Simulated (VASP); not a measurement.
Wanted: the native input for a VASP 6.6.1 run.

```
Task                   : single point
Functional             : PBE
Dispersion             : D3(BJ)
Potentials or basis    : VASP PAW PBE potentials, release 64 (B, N)
Cutoff                 : 520 eV
k mesh                 : 12 × 12 × 4
Occupations            : gaussian, width 0.05 eV
Spin                   : no spin polarisation
Dipole correction      : no
Further INCAR settings : ALGO = Normal; EDIFF = 1e-06; NBANDS = 16
```

The structure of BN lies in POSCAR:

```
BN
1.0
    2.5061233057      0.0000000000      0.0000000000
   -1.2530616528      2.1703664477      0.0000000000
    0.0000000000      0.0000000000      6.5973571420
B N
2 2
Direct
    0.1105804046      0.2211608093      0.4854487186
    0.3333333333      0.6666666667      0.0000000000
    0.0000000000      0.0000000000      0.0000000000
    0.6666666667      0.3333333333      0.5000000000
```

This cell differs from its parent crystal: atom 1 (B) moved by +0.480 Å along [1 2 0] and -0.096 Å along [0 0 1].

These files were run (other wordings do the same):

INCAR

```
SYSTEM = BN
PREC     = Accurate       ! precision mode
ENCUT    = 520            ! plane-wave cutoff, eV
EDIFF    = 1E-6           ! SCF threshold, eV
ISMEAR   = 0              ! smearing method
SIGMA    = 0.05           ! smearing width, eV
LREAL    = .FALSE.        ! projectors in reciprocal space
LASPH    = .TRUE.         ! aspherical terms in the spheres
NELM     = 100            ! most SCF steps
ALGO     = Normal         ! electronic algorithm
ISIF     = 2              ! what is computed and relaxed
LWAVE    = .FALSE.        ! write WAVECAR
LCHARG   = .TRUE.         ! write CHGCAR
GGA      = PE             ! functional
IVDW     = 12             ! dispersion correction
LELF     = .TRUE.         ! ELF
LVHAR    = .TRUE.       
NBANDS   = 16             ! bands
```

KPOINTS

```
Automatic mesh
0
G
  12 12 4
  0 0 0
```

Potentials or basis: VASP PAW PBE potentials, release 64 (B, N).

Run with:

```sh
$ cat potpaw_PBE.64/B/POTCAR potpaw_PBE.64/N/POTCAR > POTCAR
$ mpirun -np 1 vasp_std > vasp.out
```

Results of the run:

```
Pressure                   : 21.8 GPa
Largest force              : 4.580 eV/Å
Band gap on the k mesh     : 1.57 eV, indirect (least direct gap 3.12 eV)
Dispersion energy per atom : -0.143 eV
```

Caveat: the cell differs from its parent crystal (atom 1 (B) moved by +0.480 Å along [1 2 0] and -0.096 Å along [0 0 1]); forces of over 1 eV/Å act on the atoms, so gaps and moduli don't describe the material at rest.

Run time: 89 s on 1 thread of AMD EPYC 9R45 (Zen 5) (shared host), peak memory 0.18 GiB.
